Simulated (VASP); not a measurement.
# ScGa5S (Cmmm) in VASP: notebook

ScGa5S is run at these levels: PBE; tasks: single point.

All numbers are computed with VASP 6.6.1; they aren't measurements. Logs are shortened: lines on timing, memory, paths and dates and some standing lists are left out, and cuts for length are marked.

## (1) The cell of the first run

The structure is orthorhombic, space group Cmmm (No. 65). Conventional cell: a = 5.453 Å, b = 10.257 Å, c = 5.079 Å, α = 90.00°, β = 90.00°, γ = 90.00°. Within 3.4 Å of Sc (site symmetry mmm) lie 2 S at 2.54 Å and 4 Ga at 3.05 Å. Within 3.3 Å of Ga (site symmetry m) lie 5 Ga at 2.48 to 2.76 Å and 1 Sc at 3.05 Å and 1 S at 3.08 Å. Within 3.5 Å of Ga (site symmetry mmm) lie 4 Ga at 2.68 Å and 2 S at 2.73 Å. S (site symmetry mmm) has 2 Sc at 2.54 Å and 6 Ga at 2.73 to 3.08 Å within 3.4 Å.

## (2) Single point, PBE

The input, INCAR:

```
PREC = Accurate
ENCUT = 520
EDIFF = 1E-6
ISMEAR = 0
SIGMA = 0.2
LREAL = F
LASPH = T
NELM = 60
ALGO = Normal
ISIF = 2
LWAVE = F
LCHARG = F
GGA = PE
NBANDS = 50
```

The input, KPOINTS:

```
regular mesh
0
Gamma
  4 4 3
```

The input, POSCAR:

```
ScGa5S
1.0
    2.7262507841     -5.1283128401      0.0000000000
    2.7262507841      5.1283128401      0.0000000000
    0.0000000000      0.0000000000      5.0786226642
Sc Ga S
1 5 1
Direct
    0.0000000000      0.0000000000      0.5000000000
    0.7282140796      0.2717859204      0.7438588702
    0.2717859204      0.7282140796      0.7438588702
    0.2717859204      0.7282140796      0.2561411298
    0.7282140796      0.2717859204      0.2561411298
    0.5000000000      0.5000000000      0.0000000000
    0.0000000000      0.0000000000      0.0000000000
```

Potentials or basis: VASP PAW PBE potentials, release 64 (Sc_sv, Ga_d, S).

Started as:

```bash
cat potpaw_PBE.64/Sc_sv/POTCAR potpaw_PBE.64/Ga_d/POTCAR potpaw_PBE.64/S/POTCAR > POTCAR
mpirun -np 1 vasp_std > vasp.out
```

OUTCAR:

```text
PREC = Accurate
   ENCUT = 520
   EDIFF = 1E-6
   ISMEAR = 0
   LREAL = F
   LASPH = T
   NELM = 60
   ISIF = 2
   GGA = PE

 ion  position               nearest neighbor table
   1  0.000  0.000  0.500-   7 2.54   7 2.54   4 3.05   5 3.05   2 3.05   3 3.05
   2  0.728  0.272  0.744-   5 2.48   5 2.60   6 2.68   3 2.76   3 2.76   1 3.05
   3  0.272  0.728  0.744-   4 2.48   4 2.60   6 2.68   2 2.76   2 2.76   1 3.05
   4  0.272  0.728  0.256-   3 2.48   3 2.60   6 2.68   5 2.76   5 2.76   1 3.05
   5  0.728  0.272  0.256-   2 2.48   2 2.60   6 2.68   4 2.76   4 2.76   1 3.05
   6  0.500  0.500  0.000-   2 2.68   3 2.68   4 2.68   5 2.68   7 2.73   7 2.73
   7  0.000  0.000  0.000-   1 2.54   1 2.54   6 2.73   6 2.73

  LATTYP: Found a base centered orthorhombic cell.
 ALAT       =     5.4525015682
 B/A-ratio  =     1.8810862412
 C/A-ratio  =     0.9314298402

  Lattice vectors:

 A1 = (   2.7262507841,  -5.1283128401,   0.0000000000)
 A2 = (   2.7262507841,   5.1283128401,   0.0000000000)
 A3 = (   0.0000000000,   0.0000000000,   5.0786226642)

Analysis of symmetry for initial positions (statically):
=====================================================================
 Subroutine PRICEL returns:
 Original cell was already a primitive cell.

 Routine SETGRP: Setting up the symmetry group for a
 base centered orthorhombic supercell.

 Subroutine GETGRP returns: Found  8 space group operations
 (whereof  8 operations were pure point group operations)
 out of a pool of  8 trial point group operations.

The static configuration has the point symmetry D_2h.

Analysis of symmetry for dynamics (positions and initial velocities):
=====================================================================
 Subroutine PRICEL returns:
 Original cell was already a primitive cell.

 Routine SETGRP: Setting up the symmetry group for a
 base centered orthorhombic supercell.

 Subroutine GETGRP returns: Found  8 space group operations
 (whereof  8 operations were pure point group operations)
 out of a pool of  8 trial point group operations.

The dynamic configuration has the point symmetry D_2h.

 Subroutine INISYM returns: Found  8 space group operations
 (whereof  8 operations are pure point group operations),
 and found     1 'primitive' translations

----------------------------------------------------------------------------------------

                                     Primitive cell

[... 93 lines left out ...]
   IBRION =     -1    ionic relax: 0-MD 1-quasi-New 2-CG
   NFREE  =      0    steps in history (QN), initial steepest desc. (CG)
   ISIF   =      2    stress and relaxation
   ISYM   =      2    0-nonsym 1-usesym 2-fastsym
   POTIM  = 0.5000    time-step for ionic-motion
   TEBEG  =    0.0;   TEEND  =   0.0 temperature during run
   PSTRESS=    0.0 pullay stress
   NELECT =      82.0000    total number of electrons
   NUPDOWN=      -1.0000    fix difference up-down
   EMIN   =  10.00;   EMAX   =-10.00  energy-range for DOS
   EFERMI =   0.00;   METHOD = LEGACY
   ISMEAR =     0;   SIGMA  =   0.20  broadening in eV -4-tet -1-fermi 0-gaus
   EFERMI_NEDOS =   21; number of points for ismear=-14 and -15
   IALGO  =     38    algorithm
   IMIX   =      4    mixing-type and parameters
     AMIX     =   0.40;   BMIX     =  1.00
     AMIX_MAG =   1.60;   BMIX_MAG =  1.00
  volume/ion in A,a.u.               =      20.29       136.90
  Fermi-wavevector in a.u.,A,eV,Ry     =   1.363245  2.576160 25.285583  1.858438
  Thomas-Fermi vector in A             =   2.489665
   LORBIT       =      0    0 simple, 1 ext, 2 COOP (PROOUT), +10 PAW based schemes
   GGA     = PE    functional components
   LHFCALC =     F    Hartree Fock is set to
   AEXX    =    0.0000 exact exchange contribution
   IVDW    =     0    specifies the selected vdW correction
   LEPSILON=     F    determine dielectric tensor
   LRPA    =     F    only Hartree local field effects (RPA)
 non-spin polarized calculation
 Gauss-broadening in eV      SIGMA  =   0.20
  energy-cutoff  :      520.00
  volume of cell :      142.01
 maximum number of plane-waves:      3855
 NGX is ok and might be reduce to    48
   NGX = 21   NGY = 21   NGZ = 19

 number of electron      81.9999979 magnetization

 Free energy of the ion-electron system (eV)
  ---------------------------------------------------
  ext. energy  EPLUGINS =         0.00000000
  ---------------------------------------------------
  free energy    TOTEN  =       -26.22900037 eV

  energy without entropy =      -26.18627850  energy(sigma->0) =      -26.20763943

 E-fermi :   5.0559     XC(G=0): -10.4262

 val. band max:        4.9610236817   @ k =   0.5000   0.2500   0.3333
 cond. band min:       5.1785044444   @ k =   0.5000  -0.0000   0.0000
 fundamental gap:      0.2174807627
 Fermi energy:         5.0558579124

 k-point     1 :       0.0000    0.0000    0.0000
  band No.  band energies     occupation
      1     -45.4281      2.00000
      2     -24.1689      2.00000
      3     -24.0021      2.00000
      4     -23.9829      2.00000
      5     -10.2878      2.00000
      6     -10.2078      2.00000
[... 731 lines left out ...]
     49       8.5953      0.00000
     50       8.6477      0.00000

------------------------ aborting loop because EDIFF is reached ----------------------------------------

  FORCE on cell =-STRESS in cart. coord.  units (eV):
  Direction    XX          YY          ZZ          XY          YZ          ZX
  --------------------------------------------------------------------------------------
  -------------------------------------------------------------------------------------
  Total        0.0881867      0.0589501      0.1866147     -0.0000000      0.0000000      0.0000000
  in kB        0.9949415      0.6650881      2.1054269     -0.0000000      0.0000000      0.0000000
  external PRESSURE =       1.2551522 kB  Pullay stress =       0.0000000 kB

 VOLUME and BASIS-vectors are now :
 -----------------------------------------------------------------------------
  energy-cutoff  :      520.00
  volume of cell :      142.01
      direct lattice vectors                 reciprocal lattice vectors
     2.726250784 -5.128312840  0.000000000     0.183402056 -0.097497952  0.000000000
     2.726250784  5.128312840  0.000000000     0.183402056  0.097497952  0.000000000
     0.000000000  0.000000000  5.078622664     0.000000000  0.000000000  0.196903780

 POSITION                                       TOTAL-FORCE (eV/Angst)
 -----------------------------------------------------------------------------------
      0.00000      0.00000      2.53931        -0.000000     -0.000000      0.000000
      2.72625     -2.34071      3.77778        -0.000000      0.007103     -0.001034
      2.72625      2.34071      3.77778        -0.000000     -0.007103     -0.001034
      2.72625      2.34071      1.30084        -0.000000     -0.007103      0.001034
      2.72625     -2.34071      1.30084        -0.000000      0.007103      0.001034
      2.72625      0.00000      0.00000         0.000000     -0.000000      0.000000
      0.00000      0.00000      0.00000        -0.000000     -0.000000      0.000000
 -----------------------------------------------------------------------------------
    total drift:                                0.000000     -0.000000     -0.000000

  FREE ENERGIE OF THE ION-ELECTRON SYSTEM (eV)
  ---------------------------------------------------
  free  energy   TOTEN  =       -26.2290003687 eV

  energy  without entropy=      -26.1862785009  energy(sigma->0) =      -26.20763943
```

OSZICAR:

```text
N       E                     dE             d eps       ncg     rms          rms(c)
DAV:   1     0.875356939494E+03    0.87536E+03   -0.37980E+04  1456   0.276E+03
DAV:   2     0.118635423443E+03   -0.75672E+03   -0.73611E+03  1464   0.711E+02
DAV:   3    -0.154343448161E+02   -0.13407E+03   -0.12981E+03  1546   0.224E+02
DAV:   4    -0.281921995524E+02   -0.12758E+02   -0.12161E+02  1888   0.637E+01
DAV:   5    -0.287105916366E+02   -0.51839E+00   -0.51382E+00  1984   0.134E+01    0.957E+00
DAV:   6    -0.262869516264E+02    0.24236E+01   -0.66827E+00  1912   0.160E+01    0.425E+00
DAV:   7    -0.262648477197E+02    0.22104E-01   -0.83725E-01  1936   0.558E+00    0.270E+00
DAV:   8    -0.262399664605E+02    0.24881E-01   -0.19301E-01  1918   0.381E+00    0.744E-01
DAV:   9    -0.262297669229E+02    0.10200E-01   -0.68169E-02  1814   0.237E+00    0.240E-01
DAV:  10    -0.262296136430E+02    0.15328E-03   -0.12658E-02  2006   0.752E-01    0.194E-01
DAV:  11    -0.262296313772E+02   -0.17734E-04   -0.93209E-03  1894   0.708E-01    0.150E-01
DAV:  12    -0.262289899115E+02    0.64147E-03   -0.18419E-03  2126   0.303E-01    0.285E-02
DAV:  13    -0.262289987214E+02   -0.88099E-05   -0.12990E-04  1824   0.154E-01    0.102E-02
DAV:  14    -0.262289999787E+02   -0.12573E-05   -0.81671E-06  1572   0.616E-02    0.255E-03
DAV:  15    -0.262290003687E+02   -0.38996E-06   -0.38560E-06  1624   0.132E-02
   1 F= -.26229000E+02 E0= -.26207639E+02  d E =-.427219E-01
```

It took 2.4 min on 1 thread of Intel Xeon Platinum 8488C (Sapphire Rapids), shared host; peak memory 0.32 GiB.

Results:

```
Free energy            : -26.2290 eV
Pressure               : 0.1 GPa
Largest force          : 0.007 eV/Å
Band gap on the k mesh : zero (band 41 reaches 5.60 eV, above the bottom of band 42 at 4.28 eV)
```

Forces on the atoms (eV/Å):
```
Sc   0.000  0.000  0.000
Ga   0.000  0.007 -0.001
Ga   0.000 -0.007 -0.001
Ga   0.000 -0.007  0.001
Ga   0.000  0.007  0.001
Ga   0.000  0.000  0.000
S    0.000  0.000  0.000
```

Levels at points of the mesh, in eV from the Fermi level:
| k point | band 39 | band 40 | band 41 | band 42 | band 43 | band 44 |
| --- | --- | --- | --- | --- | --- | --- |
| (0.00, 0.00, 0.00) | -2.26 | -0.79 | -0.46 | 0.54 | 0.91 | 0.93 |
| (0.50, 0.00, 0.00) | -1.68 | -1.24 | -0.72 | -0.44 | 0.12 | 1.31 |
| (0.50, 0.50, 0.00) | -2.13 | -1.00 | -0.84 | -0.10 | 0.42 | 0.71 |

Caveat: the k points lie up to 0.41 Å⁻¹ apart.

## (3) Single point, PBE

This run uses another cell than the first one, of 25.45 Å³/atom, 1.254 times its volume.

The input, INCAR:

```
ALGO = Normal ; EDIFF = 1E-7
ENCUT = 520 ; GGA = PE
ISIF = 2 ; ISMEAR = 0
LASPH = T ; LCHARG = T
LELF = T ; LREAL = F
LVHAR = T ; LWAVE = F
NBANDS = 50 ; NELM = 80
PREC = Accurate ; SIGMA = 0.2
```

The input, KPOINTS:

```
k-points
0
Gamma
  3 3 3
```

The input, POSCAR:

```
ScGa5S
1.0
    4.9165247716     -3.5411987099      0.0000000000
    4.9165247716      3.5411987099      0.0000000000
    0.0000000000      0.0000000000      5.1155920074
Sc Ga S
1 5 1
Direct
    0.5000000000      0.5000000000      0.0000000000
    0.5572929971      0.1793435569      0.5000000000
    0.4427070029      0.8206564431      0.5000000000
    0.1793435569      0.5572929971      0.5000000000
    0.8206564431      0.4427070029      0.5000000000
    0.0000000000      0.0000000000      0.0000000000
    0.0000000000      0.0000000000      0.5000000000
```

Potentials or basis: VASP PAW PBE potentials, release 64 (Sc_sv, Ga_d, S).

Started as:

```bash
cat potpaw_PBE.64/Sc_sv/POTCAR potpaw_PBE.64/Ga_d/POTCAR potpaw_PBE.64/S/POTCAR > POTCAR
mpirun -np 1 vasp_std > vasp.out
```

OUTCAR:

```text
EDIFF = 1E-7
   ENCUT = 520
   GGA = PE
   ISIF = 2
   ISMEAR = 0
   LASPH = T
   LREAL = F
   NELM = 80
   PREC = Accurate

 ion  position               nearest neighbor table
   1  0.500  0.500  0.000-   2 3.16   3 3.16   4 3.16   5 3.16   2 3.16   3 3.16   4 3.16   5 3.16

   2  0.557  0.179  0.500-   3 2.48   7 2.56   5 2.59   4 2.68   1 3.16   1 3.16
   3  0.443  0.821  0.500-   2 2.48   7 2.56   4 2.59   5 2.68   1 3.16   1 3.16
   4  0.179  0.557  0.500-   5 2.48   7 2.56   3 2.59   2 2.68   1 3.16   1 3.16
   5  0.821  0.443  0.500-   4 2.48   7 2.56   2 2.59   3 2.68   1 3.16   1 3.16
   6  0.000  0.000  0.000-   7 2.56   7 2.56
   7  0.000  0.000  0.500-   2 2.56   3 2.56   4 2.56   5 2.56   6 2.56   6 2.56

  LATTYP: Found a base centered orthorhombic cell.
 ALAT       =     7.0823974198
 B/A-ratio  =     1.3883786747
 C/A-ratio  =     0.7222966609

  Lattice vectors:

 A1 = (  -4.9165247716,  -3.5411987099,   0.0000000000)
 A2 = (   4.9165247716,  -3.5411987099,   0.0000000000)
[... 173 lines left out ...]
 cond. band min:       3.1220766421   @ k =   0.3333   0.0000   0.3333
 fundamental gap:      0.0461739135
 Fermi energy:         3.0997295476

 k-point     1 :       0.0000    0.0000    0.0000
  band No.  band energies     occupation
      1     -47.3537      2.00000
      2     -26.0658      2.00000
      3     -25.9684      2.00000
      4     -25.8224      2.00000
      5     -12.0061      2.00000
      6     -11.8501      2.00000
[... 413 lines left out ...]
     49       5.8127      0.00000
     50       6.2162      0.00000

------------------------ aborting loop because EDIFF is reached ----------------------------------------

  FORCE on cell =-STRESS in cart. coord.  units (eV):
  Direction    XX          YY          ZZ          XY          YZ          ZX
  --------------------------------------------------------------------------------------
  -------------------------------------------------------------------------------------
  Total        0.4675828     -0.1929087      0.0222329     -0.0000000      0.0000000      0.0000000
  in kB        4.2056655     -1.7351135      0.1999737     -0.0000000      0.0000000      0.0000000
  external PRESSURE =       0.8901752 kB  Pullay stress =       0.0000000 kB

 VOLUME and BASIS-vectors are now :
 -----------------------------------------------------------------------------
  energy-cutoff  :      520.00
  volume of cell :      178.13
      direct lattice vectors                 reciprocal lattice vectors
     4.916524772 -3.541198710  0.000000000     0.101697850 -0.141195127  0.000000000
     4.916524772  3.541198710  0.000000000     0.101697850  0.141195127  0.000000000
     0.000000000  0.000000000  5.115592007     0.000000000  0.000000000  0.195480796

 POSITION                                       TOTAL-FORCE (eV/Angst)
 -----------------------------------------------------------------------------------
      4.91652      0.00000      0.00000         0.000000      0.000000      0.000000
      3.62169     -1.33839      2.55780         0.037159     -0.009320      0.000000
      6.21136      1.33839      2.55780        -0.037159      0.009320      0.000000
      3.62169      1.33839      2.55780         0.037159      0.009320      0.000000
      6.21136     -1.33839      2.55780        -0.037159     -0.009320      0.000000
      0.00000      0.00000      0.00000         0.000000      0.000000      0.000000
      0.00000      0.00000      2.55780         0.000000      0.000000      0.000000
 -----------------------------------------------------------------------------------
    total drift:                                0.000000      0.000000     -0.000000

  FREE ENERGIE OF THE ION-ELECTRON SYSTEM (eV)
  ---------------------------------------------------
  free  energy   TOTEN  =       -23.6311999412 eV

  energy  without entropy=      -23.5128305393  energy(sigma->0) =      -23.57201524
```

OSZICAR:

```text
N       E                     dE             d eps       ncg     rms          rms(c)
DAV:   1     0.892922410599E+03    0.89292E+03   -0.38599E+04   864   0.258E+03
DAV:   2     0.124369852138E+03   -0.76855E+03   -0.74977E+03   832   0.706E+02
DAV:   3    -0.148664111762E+02   -0.13924E+03   -0.13418E+03   946   0.222E+02
DAV:   4    -0.259107330065E+02   -0.11044E+02   -0.10509E+02  1064   0.620E+01
DAV:   5    -0.264532647565E+02   -0.54253E+00   -0.53998E+00  1168   0.139E+01    0.122E+01
DAV:   6    -0.237607628675E+02    0.26925E+01   -0.84441E+00  1056   0.149E+01    0.652E+00
DAV:   7    -0.237652807178E+02   -0.45179E-02   -0.31743E+00  1112   0.897E+00    0.358E+00
DAV:   8    -0.236667041994E+02    0.98577E-01   -0.85916E-01  1112   0.437E+00    0.156E+00
DAV:   9    -0.236491493702E+02    0.17555E-01   -0.43332E-01  1032   0.389E+00    0.852E-01
DAV:  10    -0.236328162719E+02    0.16333E-01   -0.10793E-01  1016   0.182E+00    0.328E-01
DAV:  11    -0.236310742531E+02    0.17420E-02   -0.12276E-02  1080   0.601E-01    0.104E-01
DAV:  12    -0.236313083404E+02   -0.23409E-03   -0.18545E-03  1192   0.215E-01    0.751E-02
DAV:  13    -0.236312224542E+02    0.85886E-04   -0.11689E-03  1046   0.205E-01    0.349E-02
DAV:  14    -0.236311981714E+02    0.24283E-04   -0.18528E-04  1096   0.792E-02    0.500E-03
DAV:  15    -0.236311998473E+02   -0.16759E-05   -0.10904E-05  1100   0.184E-02    0.368E-03
DAV:  16    -0.236312001245E+02   -0.27726E-06   -0.11446E-06   784   0.745E-03    0.239E-03
DAV:  17    -0.236311999415E+02    0.18304E-06   -0.10501E-06   950   0.520E-03    0.101E-03
DAV:  18    -0.236311999412E+02    0.25830E-09   -0.86736E-08   510   0.212E-03
   1 F= -.23631200E+02 E0= -.23572015E+02  d E =-.118369E+00
```

Run time: 1.9 min. Hardware: 1 thread of Intel Xeon Platinum 8488C (Sapphire Rapids), shared host; peak memory 0.31 GiB.

Results:

```yaml
Free_energy: -23.6312 eV
Pressure: 0.1 GPa
Largest_force: 0.038 eV/Å
Band_gap_on_the_k_mesh: zero (band 41 reaches 3.14 eV, above the bottom of band 42 at 3.12 eV)
```

Forces in eV/Å, atoms in the order of the input:
```
Sc   0.000  0.000  0.000
Ga   0.037 -0.009  0.000
Ga  -0.037  0.009  0.000
Ga   0.037  0.009  0.000
Ga  -0.037 -0.009  0.000
Ga   0.000  0.000  0.000
S    0.000  0.000  0.000
```

Caveat: the k points lie up to 0.41 Å⁻¹ apart.

(Continued in part 2 of 2.)
